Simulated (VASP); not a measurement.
# ZnSe (I-4m2) in VASP: further runs

Runs on ZnSe. Level: r2SCAN. Tasks: single point.

All numbers are computed with VASP 6.6.1; they aren't measurements. Logs are shortened: lines on timing, memory, paths and dates and some standing lists are left out, and cuts for length are marked.

### 1 The cell of the first run

It takes space group I-4m2 (No. 119, tetragonal). The conventional cell has a = 3.846 Å, b = 3.846 Å, c = 5.893 Å, α = 90.00°, β = 90.00°, γ = 90.00°. Zn (site symmetry -4m2) has 4 Se at 2.42 Å within 3.2 Å. Se (site symmetry -4m2) has 4 Zn at 2.42 Å within 3.2 Å.

### 2 Single point, r2SCAN (strain -0.040 along x and y, +0.040 along z)

Input file POSCAR:

```
ZnSe
1.0
    0.0000000000      2.7196274243      2.9462630429
    2.7196274243      0.0000000000      2.9462630429
    2.7196274243      2.7196274243      0.0000000000
Zn Se
1 1
Direct
    0.0000000000      0.0000000000      0.0000000000
    0.7500000000      0.7500000000      0.7500000000
```

Input file INCAR.step1:

```
SYSTEM = ZnSe
ALGO = Normal
EDIFF = 1E-4
ENCUT = 520
GGA = PE
ISMEAR = 0
LASPH = .TRUE.
LCHARG = .FALSE.
LREAL = .FALSE.
LWAVE = .TRUE.
NBANDS = 16
NELM = 100
PREC = Accurate
SIGMA = 0.05
```

Input file INCAR.step2:

```
SYSTEM = ZnSe
ALGO = Normal
EDIFF = 1E-6
ENCUT = 520
ISIF = 2
ISMEAR = 0
ISTART = 1
LASPH = .TRUE.
LCHARG = .TRUE.
LELF = .TRUE.
LMIXTAU = .TRUE.
LREAL = .FALSE.
LVHAR = .TRUE.
LWAVE = .FALSE.
METAGGA = R2SCAN
NBANDS = 16
NELM = 100
PREC = Accurate
SIGMA = 0.05
```

Input file KPOINTS:

```
k-points
0
G
  8 8 8
  0 0 0
```

Potentials or basis: VASP PAW PBE potentials, release 64 (Zn, Se).

On the command line:

```bash
$ cat potpaw_PBE.64/Zn/POTCAR potpaw_PBE.64/Se/POTCAR > POTCAR
$ cp INCAR.step1 INCAR
$ mpirun -np 1 vasp_std > vasp.out
$ cp INCAR.step2 INCAR
$ mpirun -np 1 vasp_std > vasp.out
```

OUTCAR:

```text
SYSTEM = ZnSe
   EDIFF = 1E-6
   ENCUT = 520
   ISIF = 2
   ISMEAR = 0
   ISTART = 1
   LASPH = .TRUE.
   LREAL = .FALSE.
   METAGGA = R2SCAN
   NELM = 100
   PREC = Accurate

 ion  position               nearest neighbor table
   1  0.000  0.000  0.000-   2 2.42   2 2.42   2 2.42   2 2.42
   2  0.750  0.750  0.750-   1 2.42   1 2.42   1 2.42   1 2.42

  LATTYP: Found a body centered tetragonal cell.
 ALAT       =     3.8461339880
 C/A-ratio  =     1.5320646925

  Lattice vectors:

 A1 = (  -2.7196274243,   0.0000000000,   2.9462630429)
 A2 = (   2.7196274243,   0.0000000000,   2.9462630429)
 A3 = (   0.0000000000,   2.7196274243,  -2.9462630429)

Analysis of symmetry for initial positions (statically):
=====================================================================
 Subroutine PRICEL returns:
 Original cell was already a primitive cell.

 Routine SETGRP: Setting up the symmetry group for a
 body centered tetragonal supercell.

 Subroutine GETGRP returns: Found  8 space group operations
 (whereof  8 operations were pure point group operations)
 out of a pool of 16 trial point group operations.

The static configuration has the point symmetry D_2d.

Analysis of symmetry for dynamics (positions and initial velocities):
=====================================================================
 Subroutine PRICEL returns:
 Original cell was already a primitive cell.

 Routine SETGRP: Setting up the symmetry group for a
 body centered tetragonal supercell.

 Subroutine GETGRP returns: Found  8 space group operations
 (whereof  8 operations were pure point group operations)
 out of a pool of 16 trial point group operations.

The dynamic configuration has the point symmetry D_2d.

 Subroutine INISYM returns: Found  8 space group operations
 (whereof  8 operations are pure point group operations),
 and found     1 'primitive' translations

----------------------------------------------------------------------------------------

                                     Primitive cell

  volume of cell :      43.5833

  direct lattice vectors                    reciprocal lattice vectors
     0.000000000  2.719627424  2.946263043    -0.183848712  0.183848712  0.169706504
     2.719627424  0.000000000  2.946263043     0.183848712 -0.183848712  0.169706504
     2.719627424  2.719627424  0.000000000     0.183848712  0.183848712 -0.169706504

  length of vectors
     4.009593401  4.009593401  3.846133988     0.310485097  0.310485097  0.310485097

  position of ions in fractional coordinates (direct lattice)
     0.000000000  0.000000000  0.000000000
     0.750000000  0.750000000  0.750000000

  ion indices of the primitive-cell ions
   primitive index   ion index
                 1           1
                 2           2

----------------------------------------------------------------------------------------

 KPOINTS: k-points

Automatic generation of k-mesh.
 Grid dimensions read from file:
 generate k-points for:    8    8    8

 Generating k-lattice:

  Cartesian coordinates                     Fractional coordinates (reciprocal lattice)
    -0.022981089  0.022981089  0.021213313     0.125000000  0.000000000  0.000000000
     0.022981089 -0.022981089  0.021213313     0.000000000  0.125000000  0.000000000
     0.022981089  0.022981089 -0.021213313     0.000000000  0.000000000  0.125000000

  Length of vectors
     0.038810637  0.038810637  0.038810637

  Shift w.r.t. Gamma in fractional coordinates (k-lattice)
     0.000000000  0.000000000  0.000000000

 Subroutine IBZKPT returns following result:
 ===========================================

 Found     59 irreducible k-points:

 Following reciprocal coordinates:
            Coordinates               Weight
  0.000000  0.000000  0.000000      1.000000
  0.125000  0.000000  0.000000      8.000000
  0.250000  0.000000  0.000000      8.000000
  0.375000 -0.000000  0.000000      8.000000
  0.500000  0.000000  0.000000      4.000000
  0.125000  0.125000  0.000000      2.000000
[... 16 lines left out ...]
  0.250000  0.000000  0.125000     16.000000
  0.375000 -0.000000  0.125000     16.000000
 [... further k-points ...]
   k-points           NKPTS =     59   k-points in BZ     NKDIM =     59   number of bands    NBANDS=     16
   number of dos      NEDOS =    301   number of ions     NIONS =      2
   total plane-waves  NPLWV =  27000
   dimension x,y,z NGX =    30 NGY =   30 NGZ =   30
   dimension x,y,z NGXF=    60 NGYF=   60 NGZF=   60
   ions per type =               1   1
   NGX,Y,Z   is equivalent  to a cutoff of  12.44, 12.44, 12.97 a.u.
   NGXF,Y,Z  is equivalent  to a cutoff of  24.88, 24.88, 25.93 a.u.
 SYSTEM =  ZnSe
   PREC   = accura    normal or accurate (medium, high low for compatibility)
   ISTART =      1    job   : 0-new  1-cont  2-samecut
   ICHARG =      0    charge: 1-file 2-atom 10-const
   ISPIN  =      1    spin polarized calculation?
   LNONCOLLINEAR =      F non collinear calculations
   LSORBIT =      F    spin-orbit coupling
   LASPH  =      T    aspherical Exc in radial PAW
   ENCUT  =  520.0 eV  38.22 Ry    6.18 a.u.   7.46  7.46  7.15*2*pi/ulx,y,z
   NELM   =    100;   NELMIN=  2; NELMDL=  0     # of ELM steps
   EDIFF  = 0.1E-05   stopping-criterion for ELM
   LREAL  =      F    real-space projection
   EDIFFG = 0.1E-04   stopping-criterion for IOM
   NSW    =      0    number of steps for IOM
   IBRION =     -1    ionic relax: 0-MD 1-quasi-New 2-CG
   NFREE  =      0    steps in history (QN), initial steepest desc. (CG)
   ISIF   =      2    stress and relaxation
   ISYM   =      2    0-nonsym 1-usesym 2-fastsym
   POTIM  = 0.5000    time-step for ionic-motion
   TEBEG  =    0.0;   TEEND  =   0.0 temperature during run
   PSTRESS=    0.0 pullay stress
   NELECT =      18.0000    total number of electrons
   NUPDOWN=      -1.0000    fix difference up-down
   EMIN   =  10.00;   EMAX   =-10.00  energy-range for DOS
   EFERMI =   0.00;   METHOD = LEGACY
   ISMEAR =     0;   SIGMA  =   0.05  broadening in eV -4-tet -1-fermi 0-gaus
   EFERMI_NEDOS =   21; number of points for ismear=-14 and -15
   IALGO  =     38    algorithm
   IMIX   =      4    mixing-type and parameters
     AMIX     =   0.40;   BMIX     =  1.00
     AMIX_MAG =   1.60;   BMIX_MAG =  1.00
  volume/ion in A,a.u.               =      21.79       147.06
  Fermi-wavevector in a.u.,A,eV,Ry     =   1.219155  2.303869 20.222865  1.486339
  Thomas-Fermi vector in A             =   2.354417
   LORBIT       =      0    0 simple, 1 ext, 2 COOP (PROOUT), +10 PAW based schemes
   METAGGA = R2SCAN    functional components
   LHFCALC =     F    Hartree Fock is set to
   AEXX    =    0.0000 exact exchange contribution
   IVDW    =     0    specifies the selected vdW correction
   LEPSILON=     F    determine dielectric tensor
   LRPA    =     F    only Hartree local field effects (RPA)
 non-spin polarized calculation
 Gauss-broadening in eV      SIGMA  =   0.05
  energy-cutoff  :      520.00
  volume of cell :       43.58
 maximum number of plane-waves:      1192
 NGX is ok and might be reduce to    30
   NGX = 15   NGY = 15   NGZ = 15

 number of electron      17.9999984 magnetization

 Free energy of the ion-electron system (eV)
  ---------------------------------------------------
  ext. energy  EPLUGINS =         0.00000000
  ---------------------------------------------------
  free energy    TOTEN  =       -24.86776103 eV

  energy without entropy =      -24.86776103  energy(sigma->0) =      -24.86776103

 E-fermi :   2.0214     XC(G=0): -10.1373

 val. band max:        1.7961261586   @ k =   0.0000   0.0000   0.0000
 cond. band min:       3.7070626410   @ k =   0.0000   0.0000   0.0000
 fundamental gap:      1.9109364824
 Fermi energy:         2.0213711117

 k-point     1 :       0.0000    0.0000    0.0000
  band No.  band energies     occupation
      1     -12.3175      2.00000
      2      -5.2000      2.00000
      3      -5.1579      2.00000
      4      -5.1579      2.00000
      5      -4.7373      2.00000
      6      -4.7223      2.00000
[... 8 lines left out ...]
     15      12.9780      0.00000
     16      14.4003      0.00000

 k-point     2 :       0.1250    0.0000    0.0000
  band No.  band energies     occupation
      1     -12.2040      2.00000
      2      -5.1880      2.00000
      3      -5.1478      2.00000
      4      -5.1385      2.00000
      5      -4.7363      2.00000
      6      -4.7259      2.00000
[... 8 lines left out ...]
     15      13.4399      0.00000
     16      13.5488      0.00000

 k-point     3 :       0.2500    0.0000    0.0000
  band No.  band energies     occupation
      1     -11.9079      2.00000
      2      -5.1484      2.00000
      3      -5.0976      2.00000
      4      -5.0943      2.00000
      5      -4.7305      2.00000
      6      -4.7269      2.00000
[... 8 lines left out ...]
     15      12.9760      0.00000
     16      13.4576      0.00000

 k-point     4 :       0.3750   -0.0000    0.0000
  band No.  band energies     occupation
      1     -11.5726      2.00000
      2      -5.1097      2.00000
      3      -5.0562      2.00000
      4      -4.9037      2.00000
      5      -4.7271      2.00000
      6      -4.7027      2.00000
[... 8 lines left out ...]
     15      13.8754      0.00000
     16      14.3601      0.00000
[... 324 lines left out ...]
 k-point    22 :       0.1250    0.0000    0.1250
  band No.  band energies     occupation
      1     -12.1587      2.00000
      2      -5.1714      2.00000
      3      -5.1702      2.00000
      4      -5.1225      2.00000
      5      -4.7379      2.00000
      6      -4.7238      2.00000
[... 8 lines left out ...]
     15      13.3012      0.00000
     16      14.0984      0.00000

 k-point    23 :       0.2500    0.0000    0.1250
  band No.  band energies     occupation
      1     -11.9168      2.00000
      2      -5.1625      2.00000
      3      -5.1259      2.00000
      4      -5.0757      2.00000
      5      -4.7440      2.00000
      6      -4.7132      2.00000
[... 8 lines left out ...]
     15      13.4156      0.00000
     16      14.8797      0.00000

 k-point    24 :       0.3750   -0.0000    0.1250
  band No.  band energies     occupation
      1     -11.5886      2.00000
      2      -5.1066      2.00000
      3      -5.0621      2.00000
      4      -4.9849      2.00000
      5      -4.7304      2.00000
      6      -4.6915      2.00000
[... 8 lines left out ...]
     15      14.1232      0.00000
     16      15.1047      0.00000

 [... further k-points ...]
[... 5 lines left out ...]
  --------------------------------------------------------------------------------------
  -------------------------------------------------------------------------------------
  Total        1.1249012      1.1249012      0.2017588      0.0000000     -0.0000000      0.0000000
  in kB       41.3527718     41.3527718      7.4169037      0.0000000     -0.0000000      0.0000000
  external PRESSURE =      30.0408157 kB  Pullay stress =       0.0000000 kB

 VOLUME and BASIS-vectors are now :
 -----------------------------------------------------------------------------
  energy-cutoff  :      520.00
  volume of cell :       43.58
      direct lattice vectors                 reciprocal lattice vectors
     0.000000000  2.719627424  2.946263043    -0.183848712  0.183848712  0.169706504
     2.719627424  0.000000000  2.946263043     0.183848712 -0.183848712  0.169706504
     2.719627424  2.719627424  0.000000000     0.183848712  0.183848712 -0.169706504

 POSITION                                       TOTAL-FORCE (eV/Angst)
 -----------------------------------------------------------------------------------
      0.00000      0.00000      0.00000         0.000000      0.000000     -0.000000
      4.07944      4.07944      4.41939        -0.000000     -0.000000      0.000000
 -----------------------------------------------------------------------------------
    total drift:                               -0.000034     -0.000034      0.000007

  FREE ENERGIE OF THE ION-ELECTRON SYSTEM (eV)
  ---------------------------------------------------
  free  energy   TOTEN  =       -24.8677610273 eV

  energy  without entropy=      -24.8677610273  energy(sigma->0) =      -24.86776103
```

Wall time 80 s (1 thread of Intel Xeon 6975P-C (Granite Rapids), shared host); peak memory 0.19 GiB.

Results:

```
Free energy            : -24.8678 eV
Pressure               : 3.0 GPa
Band gap on the k mesh : 1.91 eV, direct
```

Stress tensor (GPa, compression positive):
```
4.14 0.00 0.00
0.00 4.14 0.00
0.00 0.00 0.74
```

Caveat: the cell differs from its parent crystal (strain -0.040 along x and y, +0.040 along z); the PAW data sets were made with another functional, which shifts forces and pressure a little.

### 3 Single point, r2SCAN (strain -0.040 along x and y, +0.080 along z)

Input file POSCAR:

```
ZnSe
1.0
    0.0000000000      2.7196274243      3.0595808523
    2.7196274243      0.0000000000      3.0595808523
    2.7196274243      2.7196274243      0.0000000000
Zn Se
1 1
Direct
    0.0000000000      0.0000000000      0.0000000000
    0.7500000000      0.7500000000      0.7500000000
```

Input file INCAR.step1:

```
PREC     = Accurate       # precision mode
ENCUT    = 520            # plane-wave cutoff, eV
ISMEAR   = 0              # smearing method
SIGMA    = 0.05           # smearing width, eV
LREAL    = F              # projectors in reciprocal space
LASPH    = T              # aspherical terms in the spheres
NELM     = 80             # most SCF steps
NBANDS   = 16             # bands
GGA      = PE             # functional
ALGO     = Normal         # electronic algorithm
EDIFF    = 1E-4           # SCF threshold, eV
LWAVE    = T              # write WAVECAR
LCHARG   = F              # write CHGCAR
```

Input file INCAR.step2:

```
PREC     = Accurate       # precision mode
ENCUT    = 520            # plane-wave cutoff, eV
EDIFF    = 1E-6           # SCF threshold, eV
ISMEAR   = 0              # smearing method
SIGMA    = 0.05           # smearing width, eV
LREAL    = F              # projectors in reciprocal space
LASPH    = T              # aspherical terms in the spheres
NELM     = 80             # most SCF steps
ALGO     = Normal         # electronic algorithm
ISIF     = 2              # what is computed and relaxed
LWAVE    = F              # write WAVECAR
LCHARG   = F              # write CHGCAR
METAGGA  = R2SCAN         # meta-GGA
LMIXTAU  = T            
NBANDS   = 16             # bands
ISTART   = 1
```

Input file KPOINTS:

```
Automatic mesh
0
Gamma
  8 8 8
```

Potentials or basis: VASP PAW PBE potentials, release 64 (Zn, Se).

On the command line:

```bash
$ cat potpaw_PBE.64/Zn/POTCAR potpaw_PBE.64/Se/POTCAR > POTCAR
$ cp INCAR.step1 INCAR
$ mpirun -np 1 vasp_std > vasp.out
$ cp INCAR.step2 INCAR
$ mpirun -np 1 vasp_std > vasp.out
```

OUTCAR:

```text
PREC = Accurate
   ENCUT = 520
   EDIFF = 1E-6
   ISMEAR = 0
   LREAL = F
   LASPH = T
   NELM = 80
   ISIF = 2
   METAGGA = R2SCAN
   ISTART = 1

 ion  position               nearest neighbor table
   1  0.000  0.000  0.000-   2 2.46   2 2.46   2 2.46   2 2.46
   2  0.750  0.750  0.750-   1 2.46   1 2.46   1 2.46   1 2.46

  LATTYP: Found a body centered tetragonal cell.
 ALAT       =     3.8461339880
 C/A-ratio  =     1.5909902577

  Lattice vectors:

[... 192 lines left out ...]
      6      -4.9570      2.00000
[... 433 lines left out ...]
      3      -5.2514      2.00000
      4      -5.1793      2.00000
      5      -4.9694      2.00000
      6      -4.9165      2.00000
[... 8 lines left out ...]
     15      13.5749      0.00000
     16      14.8652      0.00000

 [... further k-points ...]
[... 5 lines left out ...]
  --------------------------------------------------------------------------------------
  -------------------------------------------------------------------------------------
  Total        0.5493219      0.5493219     -0.9962226      0.0000000     -0.0000000     -0.0000000
  in kB       19.4458428     19.4458428    -35.2660028      0.0000000     -0.0000000     -0.0000000
  external PRESSURE =       1.2085610 kB  Pullay stress =       0.0000000 kB

 VOLUME and BASIS-vectors are now :
 -----------------------------------------------------------------------------
  energy-cutoff  :      520.00
  volume of cell :       45.26
      direct lattice vectors                 reciprocal lattice vectors
     0.000000000  2.719627424  3.059580852    -0.183848712  0.183848712  0.163421078
     2.719627424  0.000000000  3.059580852     0.183848712 -0.183848712  0.163421078
     2.719627424  2.719627424  0.000000000     0.183848712  0.183848712 -0.163421078

 POSITION                                       TOTAL-FORCE (eV/Angst)
 -----------------------------------------------------------------------------------
      0.00000      0.00000      0.00000        -0.000000     -0.000000     -0.000000
      4.07944      4.07944      4.58937         0.000000      0.000000      0.000000
 -----------------------------------------------------------------------------------
    total drift:                               -0.000040     -0.000040      0.000049

  FREE ENERGIE OF THE ION-ELECTRON SYSTEM (eV)
  ---------------------------------------------------
  free  energy   TOTEN  =       -24.8517752944 eV

  energy  without entropy=      -24.8517752944  energy(sigma->0) =      -24.85177529
```

OSZICAR.step1:

```text
N       E                     dE             d eps       ncg     rms          rms(c)
DAV:   1     0.853385283158E+02    0.85339E+02   -0.87670E+03  1896   0.128E+03
DAV:   2    -0.952169694109E+00   -0.86291E+02   -0.81230E+02  2112   0.249E+02
DAV:   3    -0.622239431137E+01   -0.52702E+01   -0.52532E+01  2272   0.602E+01
DAV:   4    -0.626384878243E+01   -0.41454E-01   -0.41451E-01  2400   0.575E+00
DAV:   5    -0.626404710097E+01   -0.19832E-03   -0.19832E-03  2376   0.355E-01    0.476E+00
DAV:   6    -0.598538270773E+01    0.27866E+00   -0.54440E-01  2776   0.240E+01    0.363E+00
DAV:   7    -0.596516783177E+01    0.20215E-01   -0.15908E-01  2136   0.355E+00    0.155E+00
DAV:   8    -0.596480980693E+01    0.35802E-03   -0.46237E-03  2616   0.691E-01    0.460E-01
DAV:   9    -0.596501053723E+01   -0.20073E-03   -0.11469E-03  2232   0.262E-01    0.669E-02
DAV:  10    -0.596510712987E+01   -0.96593E-04   -0.17672E-04  2432   0.108E-01
   1 F= -.59651071E+01 E0= -.59651071E+01  d E =-.822994E-14
```

It took 79 s on 1 thread of Intel Xeon 6975P-C (Granite Rapids), shared host; peak memory 0.19 GiB.

What came out:

- Free energy: -24.8518 eV
- Pressure: 0.1 GPa
- Band gap on the k mesh: 1.64 eV, direct

Levels at points of the mesh, in eV from the valence-band top:
| k point | band 7 | band 8 | band 9 | band 10 | band 11 | band 12 |
| --- | --- | --- | --- | --- | --- | --- |
| (0.00, 0.00, 0.00) | -0.56 | 0.00 | 0.00 | 1.64 | 6.21 | 6.21 |
| (0.50, 0.00, 0.00) | -5.46 | -1.43 | -0.66 | 2.69 | 6.50 | 7.22 |
| (0.50, 0.50, 0.00) | -5.42 | -1.95 | -1.95 | 3.61 | 4.48 | 10.51 |
| (0.50, 0.00, 0.50) | -4.72 | -2.70 | -2.47 | 2.99 | 3.35 | 10.85 |

Caveat: the cell differs from its parent crystal (strain -0.040 along x and y, +0.080 along z); the PAW data sets were made with another functional, which shifts forces and pressure a little.

(Part 1 of 2 ends here.)
